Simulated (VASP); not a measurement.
Write the native input for VASP 6.6.1 that does the following.

- Task: single point
- Functional: LDA
- Potentials or basis: VASP PAW LDA potentials, release 64 (Au)
- Cutoff: 520 eV
- k mesh: 22 × 22 × 22
- Occupations: gaussian, width 0.15 eV
- Spin: no spin polarisation
- Dipole correction: no
- Further INCAR settings: ALGO = Fast; EDIFF = 1e-07; NBANDS = 12

The structure of Au lies in POSCAR:

```
Au
1.0
    0.0000000000      1.8742104990      2.4364736487
    1.8742104990      0.0000000000      2.4364736487
    1.8742104990      1.8742104990      0.0000000000
Au
1
Direct
    0.0000000000      0.0000000000      0.0000000000
```

This cell differs from its parent crystal: ratio of the length along z to the lengths across it x 1.3, volume and fractional coordinates fixed.

These files were run (other wordings do the same):

INCAR

```
SYSTEM = Au
PREC     = Accurate       ! precision mode
ENCUT    = 520            ! plane-wave cutoff, eV
EDIFF    = 1E-7           ! SCF threshold, eV
ISMEAR   = 0              ! smearing method
SIGMA    = 0.15           ! smearing width, eV
LREAL    = .FALSE.        ! projectors in reciprocal space
LASPH    = .TRUE.         ! aspherical terms in the spheres
NELM     = 80             ! most SCF steps
ALGO     = Fast           ! electronic algorithm
ISIF     = 2              ! what is computed and relaxed
LWAVE    = .FALSE.        ! write WAVECAR
LCHARG   = .FALSE.        ! write CHGCAR
NBANDS   = 12             ! bands
```

KPOINTS

```
regular mesh
0
G
  22 22 22
  0 0 0
```

Potentials or basis: VASP PAW LDA potentials, release 64 (Au).

Command:

```sh
$ cat potpaw_LDA.64/Au/POTCAR > POTCAR
$ mpirun -np 1 vasp_std > vasp.out
```

Results of the run:

The pressure is 1.7 GPa and the band gap on the k mesh is zero (an odd number of electrons rules out a gap without spin polarisation).

Caveat: the stress differs along the axes, from -12 to 9 GPa; spin-orbit coupling is left out, which moves the levels of the heavy elements.

Wall time 93 s on 1 thread of Intel(R) Xeon(R) Platinum 8488C (Sapphire Rapids) (shared host), peak memory 0.26 GiB.
